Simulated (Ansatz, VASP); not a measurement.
# One calculation of H4CO, two programs

The input INCAR:

```
PREC = Accurate
ENCUT = 520
EDIFF = 1E-6
ISMEAR = -1
SIGMA = 0.02
LREAL = Auto
LASPH = T
NELM = 100
ALGO = Normal
ISIF = 2
LWAVE = F
LCHARG = F
GGA = PE
IVDW = 12
IBRION = 2
NSW = 35
EDIFFG = -0.3
```

File KPOINTS:

```
Automatic mesh
0
Gamma
  1 1 1
```

POSCAR

```
H4CO
1.0
    7.1256230000      0.0000000000      0.0000000000
    0.0000000000      7.1256230000      0.0000000000
    0.0000000000      0.0000000000      7.1256230000
C O H
6 6 24
Direct
    0.7938944000      0.6983479000      0.3932308000
    0.1702423000      0.0849891000      0.4581372000
    0.4912775000      0.5006155000      0.1352351000
    0.8314749000      0.1763085000      0.0034716000
    0.0481418000      0.6542302000      0.7415563000
    0.4307736000      0.8347859000      0.6921066000
    0.9840637000      0.6877930000      0.3332166000
    0.0759190000      0.2536556000      0.4078163000
    0.3402304000      0.4890280000      0.0051276000
    0.8124479000     -0.0140138000      0.0608549000
    0.0385711000      0.6984484000      0.9360572000
    0.5993555000      0.9151016000      0.7628668000
    0.7112710000      0.7298510000      0.2684881000
    1.0598121000      0.6597650000      0.4427958000
    0.7439641000      0.5654320000      0.4526436000
    0.7713535000      0.8103587000      0.4963572000
    0.0866060000      0.0204548000      0.5686817000
    0.1486433000      0.3130975000      0.3092829000
    0.1801713000     -0.0136914000      0.3404379000
    0.3116641000      0.1112927000      0.5128871000
    0.4354848000      0.5698619000      0.2596213000
    0.3875294000      0.4275802000     -0.1067560000
    0.5439651000      0.3618724000      0.1760266000
    0.6085953000      0.5843090000      0.0811844000
    0.9795744000      0.2111016000      0.0188274000
    0.6811070000     -0.0474311000      0.0480547000
    0.7913563000      0.1972167000     -0.1436437000
    0.7493485000      0.2722862000      0.0914096000
    0.1906518000      0.6052136000      0.7157092000
   -0.0876924000      0.7424410000      0.9616142000
   -0.0499249000      0.5423081000      0.7022379000
    0.0217310000      0.7769030000      0.6524305000
    0.3795283000      0.7401173000      0.8006957000
    0.6470345000      0.9999969000      0.6677328000
    0.3226228000      0.9408077000      0.6646779000
    0.4543071000      0.7535117000      0.5635366000
```

Input for Ansatz:

```yaml
accuracy: low
crystal:
  lattice:
    - [7.125623, 0.0, 0.0]
    - [0.0, 7.125623, 0.0]
    - [0.0, 0.0, 7.125623]
  atoms:
    - { symbol: C, position: [0.7938944, 0.6983479, 0.3932308] }
    - { symbol: O, position: [0.9840637, 0.687793, 0.3332166] }
    - { symbol: H, position: [0.711271, 0.729851, 0.2684881] }
    - { symbol: H, position: [1.0598121, 0.659765, 0.4427958] }
    - { symbol: H, position: [0.7439641, 0.565432, 0.4526436] }
    - { symbol: H, position: [0.7713535, 0.8103587, 0.4963572] }
    - { symbol: C, position: [0.1702423, 0.0849891, 0.4581372] }
    - { symbol: O, position: [0.075919, 0.2536556, 0.4078163] }
    - { symbol: H, position: [0.086606, 0.0204548, 0.5686817] }
    - { symbol: H, position: [0.1486433, 0.3130975, 0.3092829] }
    - { symbol: H, position: [0.1801713, -0.0136914, 0.3404379] }
    - { symbol: H, position: [0.3116641, 0.1112927, 0.5128871] }
    - { symbol: C, position: [0.4912775, 0.5006155, 0.1352351] }
    - { symbol: O, position: [0.3402304, 0.489028, 0.0051276] }
    - { symbol: H, position: [0.4354848, 0.5698619, 0.2596213] }
    - { symbol: H, position: [0.3875294, 0.4275802, -0.106756] }
    - { symbol: H, position: [0.5439651, 0.3618724, 0.1760266] }
    - { symbol: H, position: [0.6085953, 0.584309, 0.0811844] }
    - { symbol: C, position: [0.8314749, 0.1763085, 0.0034716] }
    - { symbol: O, position: [0.8124479, -0.0140138, 0.0608549] }
    - { symbol: H, position: [0.9795744, 0.2111016, 0.0188274] }
    - { symbol: H, position: [0.681107, -0.0474311, 0.0480547] }
    - { symbol: H, position: [0.7913563, 0.1972167, -0.1436437] }
    - { symbol: H, position: [0.7493485, 0.2722862, 0.0914096] }
    - { symbol: C, position: [0.0481418, 0.6542302, 0.7415563] }
    - { symbol: O, position: [0.0385711, 0.6984484, 0.9360572] }
    - { symbol: H, position: [0.1906518, 0.6052136, 0.7157092] }
    - { symbol: H, position: [-0.0876924, 0.742441, 0.9616142] }
    - { symbol: H, position: [-0.0499249, 0.5423081, 0.7022379] }
    - { symbol: H, position: [0.021731, 0.776903, 0.6524305] }
    - { symbol: C, position: [0.4307736, 0.8347859, 0.6921066] }
    - { symbol: O, position: [0.5993555, 0.9151016, 0.7628668] }
    - { symbol: H, position: [0.3795283, 0.7401173, 0.8006957] }
    - { symbol: H, position: [0.6470345, 0.9999969, 0.6677328] }
    - { symbol: H, position: [0.3226228, 0.9408077, 0.6646779] }
    - { symbol: H, position: [0.4543071, 0.7535117, 0.5635366] }
basis:
  ecutwfc: 420.0
kpoints:
  mp_grid: { grid: [1, 1, 1] }
hamiltonian:
  xc: pbe
  dispersion: d3bj
scf:
  occupations: { method: fermi_dirac, width: 0.02 }
  lower_state_search: "off"
relax:
  f_tol: 0.3
  max_steps: 15
  adjacent_minimum: "off"
output:
  write_density: true
  write_potential: true
  elf: true
  volumetric_format: npy
```

Alike in both runs: task relaxation of the atoms; functional PBE; dispersion D3(BJ); k mesh 1 × 1 × 1; occupations fermi-dirac, width 0.02 eV; no spin polarisation.

|  | VASP | Ansatz |
| --- | --- | --- |
| version | VASP 6.6.1 | Ansatz 0.2.0 |
| potentials or method | VASP PAW PBE potentials, release 64 (C, O, H), cutoff 520 eV | scalar-relativistic, plane waves, PAW |
| valence electrons in the cell | 84 | 84 |

VASP gave:

* gap on the k mesh at the Fermi level, each at its own relaxed structure (eV): 3.92

Problem. What did Ansatz give for the same quantities?

Solution. gap on the k mesh at the Fermi level, each at its own relaxed structure (eV): 4.30.

Ansatz's warnings: xc potential rough in thin density.
